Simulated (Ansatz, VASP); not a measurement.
BN: VASP beside Ansatz

```
B N
1.0
     0.00000    1.82323    1.82323
     1.82323    0.00000    1.82323
     1.82323    1.82323    0.00000
B N
1 1
Cartesian
  0.0000 0.0000 0.0000
  0.9116 0.9116 0.9116
```

Change from the starting cell: hydrostatic strain +1.0%.

Alike in both runs: task single point; functional PBE; k mesh 12 × 12 × 12; occupations fermi-dirac, width 0.02 eV; no spin polarisation.

```csv
,VASP,Ansatz
version,VASP 6.6.1,Ansatz 0.2.0
potentials or method,"VASP PAW PBE potentials, release 64 (B, N)","plane waves, PAW"
plane-wave cutoff (eV),520,420
valence electrons in the cell,8,8
```

Ansatz gave:

- gap on the k mesh at the Fermi level (eV): 4.44
- pressure (GPa): -6.5

Task: Estimate VASP's values.

Result: gap on the k mesh at the Fermi level (eV): 4.43; pressure (GPa): -6.3.
